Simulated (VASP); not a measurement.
# Au in VASP: settings compared, part 2 of 2

VASP 6.6.1.

## 3. Single point, PBEsol

This run uses another cell than the first one, of 15.06 Å³/atom.

Input file INCAR:

```
SYSTEM = Au
PREC     = Accurate       ! precision mode
ENCUT    = 520            ! plane-wave cutoff, eV
EDIFF    = 1E-6           ! SCF threshold, eV
ISMEAR   = -1             ! smearing method
SIGMA    = 0.05           ! smearing width, eV
LREAL    = .False.        ! projectors in reciprocal space
LASPH    = .True.         ! aspherical terms in the spheres
NELM     = 80             ! most SCF steps
ALGO     = Normal         ! electronic algorithm
ISIF     = 2              ! what is computed and relaxed
LWAVE    = .False.        ! write WAVECAR
LCHARG   = .False.        ! write CHGCAR
GGA      = PS             ! functional
NBANDS   = 18             ! bands
```

Input file KPOINTS:

```
Automatic mesh
0
Gamma
  11 11 6
  0 0 0
```

Input file POSCAR:

```
Au
1.0
    2.7587861152      0.0000000000      0.0000000000
   -1.3793930576      2.3891788593      0.0000000000
    0.0000000000      0.0000000000      4.5705843238
Au
2
Direct
    0.6666666667      0.3333333333      0.2500000000
    0.3333333333      0.6666666667      0.7500000000
```

Potentials or basis: VASP PAW PBE potentials, release 64 (Au).

Command:

```sh
$ cat potpaw_PBE.64/Au/POTCAR > POTCAR
$ mpirun -np 1 vasp_std > vasp.out
```

OUTCAR:

```text
SYSTEM = Au
   PREC = Accurate
   ENCUT = 520
   EDIFF = 1E-6
   ISMEAR = -1
   LREAL = .False.
   LASPH = .True.
   NELM = 80
   ISIF = 2
   GGA = PS

 ion  position               nearest neighbor table
   1  0.667  0.333  0.250-   2 2.79   2 2.79   2 2.79   2 2.79   2 2.79   2 2.79
   2  0.333  0.667  0.750-   1 2.79   1 2.79   1 2.79   1 2.79   1 2.79   1 2.79

  LATTYP: Found a hexagonal cell.
 ALAT       =     2.7587861152
 C/A-ratio  =     1.6567374682

  Lattice vectors:

 A1 = (   2.7587861152,   0.0000000000,   0.0000000000)
 A2 = (  -1.3793930576,   2.3891788593,   0.0000000000)
 A3 = (   0.0000000000,   0.0000000000,   4.5705843238)

Analysis of symmetry for initial positions (statically):
=====================================================================
 Subroutine PRICEL returns:
 Original cell was already a primitive cell.

 Routine SETGRP: Setting up the symmetry group for a
 hexagonal supercell.

 Subroutine GETGRP returns: Found 24 space group operations
 (whereof 12 operations were pure point group operations)
 out of a pool of 24 trial point group operations.

The static configuration has the point symmetry D_3d.
 The point group associated with its full space group is D_6h.

Analysis of symmetry for dynamics (positions and initial velocities):
=====================================================================
 Subroutine PRICEL returns:
 Original cell was already a primitive cell.

 Routine SETGRP: Setting up the symmetry group for a
 hexagonal supercell.

 Subroutine GETGRP returns: Found 24 space group operations
 (whereof 12 operations were pure point group operations)
 out of a pool of 24 trial point group operations.

The dynamic configuration has the point symmetry D_3d.
 The point group associated with its full space group is D_6h.

 Subroutine INISYM returns: Found 24 space group operations
 (whereof 12 operations are pure point group operations),
 and found     1 'primitive' translations

----------------------------------------------------------------------------------------

                                     Primitive cell

  volume of cell :      30.1258

  direct lattice vectors                    reciprocal lattice vectors
     2.758786115  0.000000000  0.000000000     0.362478263  0.209276923  0.000000000
    -1.379393058  2.389178859  0.000000000     0.000000000  0.418553846  0.000000000
     0.000000000  0.000000000  4.570584324     0.000000000  0.000000000  0.218790406

  length of vectors
     2.758786115  2.758786115  4.570584324     0.418553846  0.418553846  0.218790406

  position of ions in fractional coordinates (direct lattice)
     0.666666667  0.333333333  0.250000000
     0.333333333  0.666666667  0.750000000

  ion indices of the primitive-cell ions
   primitive index   ion index
                 1           1
                 2           2

----------------------------------------------------------------------------------------

 KPOINTS: Automatic mesh

Automatic generation of k-mesh.
 Grid dimensions read from file:
 generate k-points for:   11   11    6

 Generating k-lattice:

  Cartesian coordinates                     Fractional coordinates (reciprocal lattice)
     0.032952569  0.019025175  0.000000000     0.090909091 -0.000000000  0.000000000
     0.000000000  0.038050350  0.000000000     0.000000000  0.090909091  0.000000000
     0.000000000  0.000000000  0.036465068     0.000000000  0.000000000  0.166666667

  Length of vectors
     0.038050350  0.038050350  0.036465068

  Shift w.r.t. Gamma in fractional coordinates (k-lattice)
     0.000000000  0.000000000  0.000000000

 Subroutine IBZKPT returns following result:
 ===========================================

 Found     64 irreducible k-points:

 Following reciprocal coordinates:
            Coordinates               Weight
  0.000000  0.000000  0.000000      1.000000
  0.090909 -0.000000  0.000000      6.000000
  0.181818  0.000000  0.000000      6.000000
  0.272727 -0.000000  0.000000      6.000000
  0.363636 -0.000000  0.000000      6.000000
  0.454545 -0.000000  0.000000      6.000000
[... 16 lines left out ...]
  0.090909  0.090909  0.166667     12.000000
  0.181818  0.090909  0.166667     24.000000
 [... further k-points ...]
   k-points           NKPTS =     64   k-points in BZ     NKDIM =     64   number of bands    NBANDS=     18
   number of dos      NEDOS =    301   number of ions     NIONS =      2
   total plane-waves  NPLWV =  20736
   dimension x,y,z NGX =    24 NGY =   24 NGZ =   36
   dimension x,y,z NGXF=    48 NGYF=   48 NGZF=   72
   ions per type =               2
   NGX,Y,Z   is equivalent  to a cutoff of  14.46, 14.46, 13.09 a.u.
   NGXF,Y,Z  is equivalent  to a cutoff of  28.93, 28.93, 26.19 a.u.
 SYSTEM =  Au
   PREC   = accura    normal or accurate (medium, high low for compatibility)
   ISTART =      0    job   : 0-new  1-cont  2-samecut
   ICHARG =      2    charge: 1-file 2-atom 10-const
   ISPIN  =      1    spin polarized calculation?
   LNONCOLLINEAR =      F non collinear calculations
   LSORBIT =      F    spin-orbit coupling
   LASPH  =      T    aspherical Exc in radial PAW
   ENCUT  =  520.0 eV  38.22 Ry    6.18 a.u.   5.13  5.13  8.50*2*pi/ulx,y,z
   NELM   =     80;   NELMIN=  2; NELMDL= -5     # of ELM steps
   EDIFF  = 0.1E-05   stopping-criterion for ELM
   LREAL  =      F    real-space projection
   EDIFFG = 0.1E-04   stopping-criterion for IOM
   NSW    =      0    number of steps for IOM
   IBRION =     -1    ionic relax: 0-MD 1-quasi-New 2-CG
   NFREE  =      0    steps in history (QN), initial steepest desc. (CG)
   ISIF   =      2    stress and relaxation
   ISYM   =      2    0-nonsym 1-usesym 2-fastsym
   POTIM  = 0.5000    time-step for ionic-motion
   TEBEG  =    0.0;   TEEND  =   0.0 temperature during run
   PSTRESS=    0.0 pullay stress
   NELECT =      22.0000    total number of electrons
   NUPDOWN=      -1.0000    fix difference up-down
   EMIN   =  10.00;   EMAX   =-10.00  energy-range for DOS
   EFERMI =   0.00;   METHOD = LEGACY
   ISMEAR =    -1;   SIGMA  =   0.05  broadening in eV -4-tet -1-fermi 0-gaus
   EFERMI_NEDOS =   21; number of points for ismear=-14 and -15
   IALGO  =     38    algorithm
   IMIX   =      4    mixing-type and parameters
     AMIX     =   0.40;   BMIX     =  1.00
     AMIX_MAG =   1.60;   BMIX_MAG =  1.00
  volume/ion in A,a.u.               =      15.06       101.65
  Fermi-wavevector in a.u.,A,eV,Ry     =   1.474245  2.785919 29.570869  2.173398
  Thomas-Fermi vector in A             =   2.589040
   LORBIT       =      0    0 simple, 1 ext, 2 COOP (PROOUT), +10 PAW based schemes
   GGA     = PS    functional components
   LHFCALC =     F    Hartree Fock is set to
   AEXX    =    0.0000 exact exchange contribution
   IVDW    =     0    specifies the selected vdW correction
   LEPSILON=     F    determine dielectric tensor
   LRPA    =     F    only Hartree local field effects (RPA)
 non-spin polarized calculation
  energy-cutoff  :      520.00
  volume of cell :       30.13
 maximum number of plane-waves:       826
 NGX is ok and might be reduce to    24
   NGX = 11   NGY = 11   NGZ = 17

 number of electron      22.0000003 magnetization

 Free energy of the ion-electron system (eV)
  ---------------------------------------------------
  ext. energy  EPLUGINS =         0.00000000
  ---------------------------------------------------
  free energy    TOTEN  =        -7.52524214 eV

  energy without entropy =       -7.52090330  energy(sigma->0) =       -7.52307272

 E-fermi :  11.4625     XC(G=0): -13.6269

 val. band max:       11.3648760617   @ k =   0.0909   0.0909   0.1667
 cond. band min:      11.5058915377   @ k =   0.2727   0.1818   0.5000
 fundamental gap:      0.1410154760
 Fermi energy:        11.4624573427

 k-point     1 :       0.0000    0.0000    0.0000
  band No.  band energies     occupation
      1       0.1747      2.00000
      2       2.8711      2.00000
      3       5.9437      2.00000
      4       6.2010      2.00000
      5       6.2010      2.00000
      6       6.6186      2.00000
[... 10 lines left out ...]
     17      31.0581      0.00000
     18      31.0581      0.00000
[... 463 lines left out ...]
 k-point    24 :       0.1818    0.0909    0.1667
  band No.  band energies     occupation
      1       2.1959      2.00000
      2       4.1574      2.00000
      3       5.2079      2.00000
      4       5.3511      2.00000
      5       5.9662      2.00000
      6       6.4909      2.00000
[... 10 lines left out ...]
     17      28.0682      0.00000
     18      30.1710      0.00000

 [... further k-points ...]

------------------------ aborting loop because EDIFF is reached ----------------------------------------

  FORCE on cell =-STRESS in cart. coord.  units (eV):
  Direction    XX          YY          ZZ          XY          YZ          ZX
  --------------------------------------------------------------------------------------
  -------------------------------------------------------------------------------------
  Total        5.5766902      5.5766902      5.5733207      0.0000000     -0.0000000      0.0000000
  in kB      296.5846594    296.5846593    296.4054570      0.0000000     -0.0000000      0.0000000
  external PRESSURE =     296.5249252 kB  Pullay stress =       0.0000000 kB

 VOLUME and BASIS-vectors are now :
 -----------------------------------------------------------------------------
  energy-cutoff  :      520.00
  volume of cell :       30.13
      direct lattice vectors                 reciprocal lattice vectors
     2.758786115  0.000000000  0.000000000     0.362478263  0.209276923  0.000000000
    -1.379393058  2.389178859  0.000000000     0.000000000  0.418553846  0.000000000
     0.000000000  0.000000000  4.570584324     0.000000000  0.000000000  0.218790406

 POSITION                                       TOTAL-FORCE (eV/Angst)
 -----------------------------------------------------------------------------------
      1.37939      0.79639      1.14265         0.000000      0.000000      0.000000
     -0.00000      1.59279      3.42794        -0.000000      0.000000      0.000000
 -----------------------------------------------------------------------------------
    total drift:                               -0.000000      0.000000     -0.000000

  FREE ENERGIE OF THE ION-ELECTRON SYSTEM (eV)
  ---------------------------------------------------
  free  energy   TOTEN  =        -7.5252421402 eV

  energy  without entropy=       -7.5209032963  energy(sigma->0) =       -7.52307272
```

Wall time 18 s (1 thread of Intel Xeon 8259CL, shared host); peak memory 0.17 GiB.

What came out:

| Item | Value |
| --- | --- |
| Free energy | -7.5252 eV |
| Pressure | 29.7 GPa |
| Band gap on the k mesh | zero (bands 11 and 12 overlap by 6.96 eV) |

Caveat: the cell stands under pressure; the PAW data sets were made with another functional, which shifts forces and pressure a little; spin-orbit coupling is left out, which moves the levels of the heavy elements.

## 4. Single point, PBEsol

This run uses another cell than the first one, of 15.56 Å³/atom.

Input file INCAR:

```
PREC = Accurate
ENCUT = 520
EDIFF = 1E-6
ISMEAR = -1
SIGMA = 0.05
LREAL = F
LASPH = T
NELM = 80
ALGO = Normal
ISIF = 2
LWAVE = F
LCHARG = T
GGA = PS
LELF = T
LVHAR = T
NBANDS = 18
```

Input file KPOINTS:

```
Automatic mesh
0
Gamma
  11 11 6
```

Input file POSCAR:

```
Au
1.0
    2.7880461838      0.0000000000      0.0000000000
   -1.3940230919      2.4145188221      0.0000000000
    0.0000000000      0.0000000000      4.6230726628
Au
2
Direct
    0.6666666667      0.3333333333      0.2500000000
    0.3333333333      0.6666666667      0.7500000000
```

Command:

```sh
$ cat potpaw_PBE.64/Au/POTCAR > POTCAR
$ mpirun -np 1 vasp_std > vasp.out
```

It took 19 s on 1 thread of Intel Xeon 8259CL, shared host; peak memory 0.17 GiB.

It converged, with:

```
Free energy            : -7.6785 eV
Pressure               : 19.7 GPa
Band gap on the k mesh : zero (bands 11 and 12 overlap by 6.79 eV)
```

Levels at points of the mesh, in eV from the Fermi level:
| k point | band 7 | band 8 | band 9 | band 10 | band 11 | band 12 | band 13 | band 14 | band 15 | band 16 |
| --- | --- | --- | --- | --- | --- | --- | --- | --- | --- | --- |
| (0.00, 0.00, 0.00) | -4.66 | -3.94 | -3.94 | -2.26 | -2.26 | -1.55 | 3.35 | 14.41 | 15.93 | 16.88 |
| (0.00, 0.00, 0.50) | -5.11 | -5.11 | -2.80 | -2.80 | -2.80 | -2.80 | 11.53 | 11.53 | 14.81 | 14.81 |

Caveat: the cell stands under pressure; the PAW data sets were made with another functional, which shifts forces and pressure a little; spin-orbit coupling is left out, which moves the levels of the heavy elements.

## 5. Single point, PBEsol

This run uses another cell than the first one, of 16.18 Å³/atom.

Input file INCAR:

```
PREC = Accurate ; ENCUT = 520
EDIFF = 1E-6 ; ISMEAR = -1
SIGMA = 0.05 ; LREAL = F
LASPH = T ; NELM = 100
ALGO = Normal ; ISIF = 2
LWAVE = F ; LCHARG = F
GGA = PS ; NBANDS = 18
```

KPOINTS is that of step 4.

Input file POSCAR:

```
Au
1.0
    2.8237476572      0.0000000000      0.0000000000
   -1.4118738286      2.4454372050      0.0000000000
    0.0000000000      0.0000000000      4.6876225754
Au
2
Direct
    0.6666666667      0.3333333333      0.2500000000
    0.3333333333      0.6666666667      0.7500000000
```

Command:

```sh
$ cat potpaw_PBE.64/Au/POTCAR > POTCAR
$ mpirun -np 1 vasp_std > vasp.out
```

It took 20 s on 1 thread of Intel Xeon 8259CL, shared host; peak memory 0.17 GiB.

The run converged. Its results:

```yaml
Free_energy: -7.7924 eV
Pressure: 9.7 GPa
Band_gap_on_the_k_mesh: zero (bands 11 and 12 overlap by 6.59 eV)
```

Levels at points of the mesh, in eV from the Fermi level:
```
           k point  band 7  band 8  band 9  band 10  band 11  band 12  band 13  band 14  band 15  band 16
(0.00, 0.00, 0.00)   -4.46   -3.78   -3.78    -2.21    -2.21    -1.36     3.11    14.47    15.92    16.85
(0.00, 0.00, 0.50)   -4.88   -4.88   -2.72    -2.72    -2.72    -2.72    11.23    11.23    14.82    14.82
```

Caveat: the cell stands under pressure; the PAW data sets were made with another functional, which shifts forces and pressure a little; spin-orbit coupling is left out, which moves the levels of the heavy elements.

## 6. The runs side by side

| level | cell | gap on the mesh (eV) | pressure (GPa) |
| --- | --- | --- | --- |
| PBE | a = 2.900, b = 2.900, c = 4.880 Å, angles 90.0, 90.0, 120.0°, 2 atoms, atomic positions A | none | 1.7 |
| PBEsol | a = 2.759, b = 2.759, c = 4.571 Å, angles 90.0, 90.0, 120.0°, 2 atoms, atomic positions B | none | 29.7 |
| PBEsol | a = 2.788, b = 2.788, c = 4.623 Å, angles 90.0, 90.0, 120.0°, 2 atoms, atomic positions B | none | 19.7 |
| PBEsol | a = 2.824, b = 2.824, c = 4.688 Å, angles 90.0, 90.0, 120.0°, 2 atoms, atomic positions B | none | 9.7 |

Alike in all rows: task single point; potentials or basis VASP PAW PBE potentials, release 64 (Au); no spin polarisation; k mesh 11 × 11 × 6; cutoff (eV) 520; smearing fermi-dirac 0.05 eV.

Caveats: spin-orbit coupling is left out, which moves the levels of the heavy elements; the cell stands under pressure (at least some runs); the PAW data sets were made with another functional, which shifts forces and pressure a little (at least some runs).

Absolute energies hang on the potentials; compare differences alone.
